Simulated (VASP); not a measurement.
# As3P13 (P1) in VASP: notebook, part 2 of 2

VASP 6.6.1. Earlier steps stand in the parts before.

**3. Single point, PBE+D3(BJ)**

Input file INCAR:

```
PREC = Accurate
ENCUT = 520
EDIFF = 1E-7
ISMEAR = 0
SIGMA = 0.1
LREAL = Auto
LASPH = T
NELM = 60
ALGO = Normal
ISIF = 2
LWAVE = F
LCHARG = T
GGA = PE
IVDW = 12
LELF = T
LVHAR = T
NBANDS = 54
```

Input file KPOINTS:

```
regular mesh
0
Gamma
  4 4 4
```

Input file POSCAR:

```
As3P13
1.0
    1.6874239713      5.1514897889      4.2149111948
    1.6878252529      5.1776343208     -4.2463580108
   -5.0970438281      5.1753710394     -0.0154195215
As P
3 13
Direct
    0.1122466147      0.0544970170      0.0677528685
    0.8743100749      0.7961608666      0.5571434708
    0.4381616421      0.9944290625      0.7960259959
    0.6141007132      0.5369568547      0.0487598685
    0.3625064419      0.3050188920      0.5421892042
    0.5758982829      0.0085215200      0.1987551520
    0.0832769763      0.5106416330      0.1957176590
    0.3323432957      0.7555706000      0.6938362544
    0.8307815173      0.2587180021      0.6989544220
    0.1311381775      0.2110157005      0.4484772874
    0.6297458586      0.7068049106      0.4430855424
    0.8766133502      0.9592907769      0.9508973146
    0.3813538732      0.4572711911      0.9435021300
    0.6565980347      0.2444299907      0.2994619563
    0.1848327107      0.7244275755      0.3020981792
    0.9160924361      0.4762454069      0.8133426950
```

Potentials or basis: VASP PAW PBE potentials, release 64 (As, P).

Run with:

```console
$ cat potpaw_PBE.64/As/POTCAR potpaw_PBE.64/P/POTCAR > POTCAR
$ mpirun -np 1 vasp_std > vasp.out
```

OUTCAR:

```text
PREC = Accurate
   ENCUT = 520
   EDIFF = 1E-7
   ISMEAR = 0
   LREAL = Auto
   LASPH = T
   NELM = 60
   ISIF = 2
   GGA = PE
   IVDW = 12
 IVDW          = 12

 ion  position               nearest neighbor table
   1  0.112  0.054  0.068-  15 2.36  12 2.39   3 2.46
   2  0.874  0.796  0.557-  16 2.35  15 2.35  11 2.40
   3  0.438  0.994  0.796-   5 2.35   8 2.38   1 2.46
   4  0.614  0.537  0.049-  14 2.21  16 2.22  13 2.25
   5  0.363  0.305  0.542-  14 2.22  10 2.24   3 2.35
   6  0.576  0.009  0.199-  11 2.24  12 2.24  14 2.26
[... 8 lines left out ...]
  15  0.185  0.724  0.302-   7 2.23   2 2.35   1 2.36
  16  0.916  0.476  0.813-   4 2.22   9 2.23   2 2.35

  LATTYP: Found a triclinic cell.
 ALAT       =    21.0723395244
 B/A-ratio  =     0.3258602778
 C/A-ratio  =     0.7993228155
 COS(alpha) =     0.0039934018
 COS(beta)  =     0.5051633286
 COS(gamma) =     0.8564087473

  Lattice vectors:

 A1 = (   0.0343706326, -20.6559849380,  -4.1680448573)
 A2 = (  -1.6874239713,  -5.1514897889,  -4.2149111948)
 A3 = (  10.1936863746, -10.3768866107,   8.4921082486)

Analysis of symmetry for initial positions (statically):
=====================================================================
 Subroutine PRICEL returns:
 Original cell was already a primitive cell.

 Routine SETGRP: Setting up the symmetry group for a
 triclinic supercell.

 Subroutine GETGRP returns: Found  1 space group operations
 (whereof  1 operations were pure point group operations)
 out of a pool of  2 trial point group operations.

The static configuration has the point symmetry C_1 .

Analysis of symmetry for dynamics (positions and initial velocities):
=====================================================================
 Subroutine PRICEL returns:
 Original cell was already a primitive cell.

 Routine SETGRP: Setting up the symmetry group for a
 triclinic supercell.

 Subroutine GETGRP returns: Found  1 space group operations
 (whereof  1 operations were pure point group operations)
 out of a pool of  2 trial point group operations.

The dynamic configuration has the point symmetry C_1 .

 Subroutine INISYM returns: Found  1 space group operations
 (whereof  1 operations are pure point group operations),
 and found     1 'primitive' translations

----------------------------------------------------------------------------------------

                                     Primitive cell

  volume of cell :     296.6331

  direct lattice vectors                    reciprocal lattice vectors
     1.687423971  5.151489789  4.214911195     0.073817257  0.073052867  0.118414806
     1.687825253  5.177634321 -4.246358011     0.073805529  0.072337065 -0.117958564
    -5.097043828  5.175371039 -0.015419522    -0.147314440  0.048138390  0.000141757

  length of vectors
     6.866638412  6.905664892  7.263921733     0.157504842  0.156825157  0.154980221

  position of ions in fractional coordinates (direct lattice)
     0.112246615  0.054497017  0.067752869
     0.874310075  0.796160867  0.557143471
     0.438161642  0.994429062  0.796025996
     0.614100713  0.536956855  0.048759868
     0.362506442  0.305018892  0.542189204
     0.575898283  0.008521520  0.198755152
[... 62 lines left out ...]
  0.250000  0.250000  0.000000      2.000000
  0.500000  0.250000 -0.000000      2.000000
[... 16 lines left out ...]
 -0.000000 -0.250000  0.250000      2.000000
  0.250000 -0.250000  0.250000      2.000000
 [... further k-points ...]
   k-points           NKPTS =     36   k-points in BZ     NKDIM =     36   number of bands    NBANDS=     54
   number of dos      NEDOS =    301   number of ions     NIONS =     16
   total plane-waves  NPLWV = 157464
   dimension x,y,z NGX =    54 NGY =   54 NGZ =   54
   dimension x,y,z NGXF=   108 NGYF=  108 NGZF=  108
   ions per type =               3  13
   NGX,Y,Z   is equivalent  to a cutoff of  13.07, 13.00, 12.36 a.u.
   NGXF,Y,Z  is equivalent  to a cutoff of  26.15, 26.00, 24.72 a.u.
 SYSTEM =  unknown system
   PREC   = accura    normal or accurate (medium, high low for compatibility)
   ISTART =      0    job   : 0-new  1-cont  2-samecut
   ICHARG =      2    charge: 1-file 2-atom 10-const
   ISPIN  =      1    spin polarized calculation?
   LNONCOLLINEAR =      F non collinear calculations
   LSORBIT =      F    spin-orbit coupling
   LASPH  =      T    aspherical Exc in radial PAW
   ENCUT  =  520.0 eV  38.22 Ry    6.18 a.u.  12.77 12.84 13.51*2*pi/ulx,y,z
   NELM   =     60;   NELMIN=  2; NELMDL= -5     # of ELM steps
   EDIFF  = 0.1E-06   stopping-criterion for ELM
   LREAL  =      T    real-space projection
   EDIFFG = 0.1E-05   stopping-criterion for IOM
   NSW    =      0    number of steps for IOM
   IBRION =     -1    ionic relax: 0-MD 1-quasi-New 2-CG
   NFREE  =      0    steps in history (QN), initial steepest desc. (CG)
   ISIF   =      2    stress and relaxation
   ISYM   =      2    0-nonsym 1-usesym 2-fastsym
   POTIM  = 0.5000    time-step for ionic-motion
   TEBEG  =    0.0;   TEEND  =   0.0 temperature during run
   PSTRESS=    0.0 pullay stress
   NELECT =      80.0000    total number of electrons
   NUPDOWN=      -1.0000    fix difference up-down
   EMIN   =  10.00;   EMAX   =-10.00  energy-range for DOS
   EFERMI =   0.00;   METHOD = LEGACY
   ISMEAR =     0;   SIGMA  =   0.10  broadening in eV -4-tet -1-fermi 0-gaus
   EFERMI_NEDOS =   21; number of points for ismear=-14 and -15
   IALGO  =     38    algorithm
   IMIX   =      4    mixing-type and parameters
     AMIX     =   0.40;   BMIX     =  1.00
     AMIX_MAG =   1.60;   BMIX_MAG =  1.00
  volume/ion in A,a.u.               =      18.54       125.11
  Fermi-wavevector in a.u.,A,eV,Ry     =   1.057706  1.998774 15.221408  1.118742
  Thomas-Fermi vector in A             =   2.192989
   LORBIT       =      0    0 simple, 1 ext, 2 COOP (PROOUT), +10 PAW based schemes
   GGA     = PE    functional components
   LHFCALC =     F    Hartree Fock is set to
   AEXX    =    0.0000 exact exchange contribution
   IVDW    =    12    specifies the selected vdW correction
   LEPSILON=     F    determine dielectric tensor
   LRPA    =     F    only Hartree local field effects (RPA)
 non-spin polarized calculation
 Gauss-broadening in eV      SIGMA  =   0.10
  energy-cutoff  :      520.00
  volume of cell :      296.63
 maximum number of plane-waves:      8014
 NGX is ok and might be reduce to    54
   NGX = 25   NGY = 25   NGZ = 27

 number of electron      79.9999999 magnetization

 Free energy of the ion-electron system (eV)
  ---------------------------------------------------
  ext. energy  EPLUGINS =         0.00000000
  ---------------------------------------------------
  free energy    TOTEN  =       -83.06513478 eV

  energy without entropy =      -83.06096036  energy(sigma->0) =      -83.06304757

 E-fermi :   6.8111     XC(G=0): -10.1529

 val. band max:        6.7963329386   @ k =   0.5000   0.5000   0.2500
 cond. band min:       6.8501974695   @ k =   0.5000   0.5000   0.2500
 fundamental gap:      0.0538645309
 Fermi energy:         6.8111403619

 k-point     1 :       0.0000    0.0000    0.0000
  band No.  band energies     occupation
      1      -8.9076      2.00000
      2      -6.6524      2.00000
      3      -6.6221      2.00000
      4      -6.6049      2.00000
      5      -6.5424      2.00000
      6      -5.9983      2.00000
[... 1309 lines left out ...]
     51       9.5850      0.00000
     52       9.6414      0.00000

 [... further k-points ...]

 [bands above 52 left out]

------------------------ aborting loop because EDIFF is reached ----------------------------------------

 Edisp (eV)   -6.36699

 E8    (eV) :    -2.4699

  FORCE on cell =-STRESS in cart. coord.  units (eV):
  Direction    XX          YY          ZZ          XY          YZ          ZX
  --------------------------------------------------------------------------------------
  -------------------------------------------------------------------------------------
  Total      -0.33668    -0.38619    -0.24187     0.18003     0.05367    -0.07955
  in kB      -1.81847    -2.08591    -1.30638     0.97237     0.28990    -0.42967
  external pressure =       -1.74 kB  Pullay stress =        0.00 kB

 VOLUME and BASIS-vectors are now :
 -----------------------------------------------------------------------------
  energy-cutoff  :      520.00
  volume of cell :      296.63
      direct lattice vectors                 reciprocal lattice vectors
     1.687423971  5.151489789  4.214911195     0.073817257  0.073052867  0.118414806
     1.687825253  5.177634321 -4.246358011     0.073805529  0.072337065 -0.117958564
    -5.097043828  5.175371039 -0.015419522    -0.147314440  0.048138390  0.000141757

 POSITION                                       TOTAL-FORCE (eV/Angst)
 -----------------------------------------------------------------------------------
     -0.06395      1.21105      0.24065        -0.016969      0.008040     -0.027332
     -0.02067     11.50965      0.29576         0.010569      0.014037     -0.004223
     -1.63959     11.52571     -2.38816         0.027734     -0.007298      0.036344
      1.69401      6.19605      0.30752        -0.003512     -0.026819      0.039983
     -1.63704      6.25275      0.22435         0.035797     -0.035090      0.006475
     -0.02690      4.03949      2.38811        -0.002973      0.037652      0.028618
[... 8 lines left out ...]
     -0.00521      6.26646     -2.30178         0.004998     -0.052514      0.023124
     -1.79599     11.39442      1.82640        -0.027060     -0.047611     -0.004121
 -----------------------------------------------------------------------------------
    total drift:                                0.016764     -0.004884     -0.006145

  FREE ENERGIE OF THE ION-ELECTRON SYSTEM (eV)
  ---------------------------------------------------
  free  energy   TOTEN  =       -89.4321222068 eV

  energy  without entropy=      -89.4279477820  energy(sigma->0) =      -89.43003499
```

It took 31 min on 1 thread of Oxide Virtual Turin-like, shared host; peak memory 0.56 GiB.

Results:

```
Free energy                : -89.4321 eV
Pressure                   : -0.2 GPa
Largest force              : 0.063 eV/Å
Band gap on the k mesh     : 0.05 eV, direct
Dispersion energy per atom : -0.398 eV
```

Forces in eV/Å, atoms in the order of the input:
```
As  -0.017  0.008 -0.027
As   0.011  0.014 -0.004
As   0.028 -0.007  0.036
P   -0.004 -0.027  0.040
P    0.036 -0.035  0.006
P   -0.003  0.038  0.029
P   -0.006  0.040  0.028
P    0.004 -0.015  0.037
P   -0.008  0.041  0.026
P   -0.003  0.048 -0.022
P   -0.004 -0.006 -0.047
P   -0.002 -0.005 -0.042
P   -0.011  0.042 -0.027
P    0.001 -0.036 -0.052
P    0.005 -0.053  0.023
P   -0.027 -0.048 -0.004
```

Levels at points of the mesh, in eV from the valence-band top:
| k point | band 37 | band 38 | band 39 | band 40 | band 41 | band 42 | band 43 | band 44 |
| --- | --- | --- | --- | --- | --- | --- | --- | --- |
| (0.00, 0.00, 0.00) | -1.51 | -1.48 | -1.42 | -1.25 | 0.77 | 0.86 | 1.15 | 1.18 |
| (0.50, 0.00, 0.00) | -1.58 | -1.55 | -1.26 | -1.07 | 0.60 | 0.76 | 1.64 | 1.72 |
| (0.00, 0.50, 0.00) | -1.59 | -1.43 | -1.12 | -1.08 | 0.65 | 0.77 | 1.54 | 1.77 |
| (0.50, 0.50, 0.00) | -1.12 | -1.00 | -0.73 | -0.70 | 0.45 | 0.50 | 1.19 | 1.24 |
| (0.00, 0.00, 0.50) | -1.33 | -1.22 | -1.08 | -0.99 | 0.98 | 1.00 | 1.32 | 1.46 |
| (0.50, 0.00, 0.50) | -1.36 | -1.32 | -1.10 | -1.03 | 0.86 | 1.06 | 1.26 | 1.47 |
| (0.00, 0.50, 0.50) | -1.37 | -1.31 | -1.05 | -0.98 | 0.91 | 1.01 | 1.31 | 1.39 |
| (0.50, 0.50, 0.50) | -2.31 | -1.87 | -1.72 | -0.30 | 0.36 | 0.74 | 0.81 | 0.91 |
